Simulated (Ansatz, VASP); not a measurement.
**Two plane-wave programs on MnO**

```
Mn O
1.0
     0.00000    2.22391    2.22391
     2.22391    0.00000    2.22391
     2.22391    2.22391    0.00000
Mn O
1 1
Direct
  0.00000 0.00000 0.00000
  0.50000 0.50000 0.50000
```

Alike in both runs: functional r2SCAN; k mesh 10 × 10 × 10; occupations fermi-dirac, width 0.05 eV; collinear spin; Hubbard terms Mn d U = 5.0 eV.

|  | VASP | Ansatz |
| --- | --- | --- |
| version | VASP 6.6.1 | Ansatz 0.2.0 |
| potentials or method | VASP PAW PBE potentials, release 64 (Mn_pv, O) | Ansatz PAW |
| plane-wave cutoff (eV) | 520 | 500 |
| valence electrons in the cell | 19 | 21 |
| task | single point | band structure |

|  | VASP | Ansatz | Ansatz less VASP |
| --- | --- | --- | --- |
| gap on the k mesh at the Fermi level (eV) | 1.06 | 0.92 | -0.135 |
| least direct gap on the mesh (eV) | 3.21 | 3.08 | -0.130 |
| pressure (GPa) | 3.8 | 5.8 | +1.99 |
| net moment per atom (μB) | 2.50 | 2.50 | 0.000 |
| size of the moment on the site where the two differ most (μB) | 4.69 | 4.35 | -0.338 |

VASP's potentials were made for PBE, not for r2SCAN. Site moments also hang on the region over which each program counts them. The programs project onto different local orbitals, so the same U acts differently, and such runs can settle in different states. VASP's potentials hold 19 valence electrons a cell and Ansatz's 21, so a difference there can come from the potentials and not from the codes.

Noted on Ansatz's run: the magnetic or orbital state may not be the lowest.
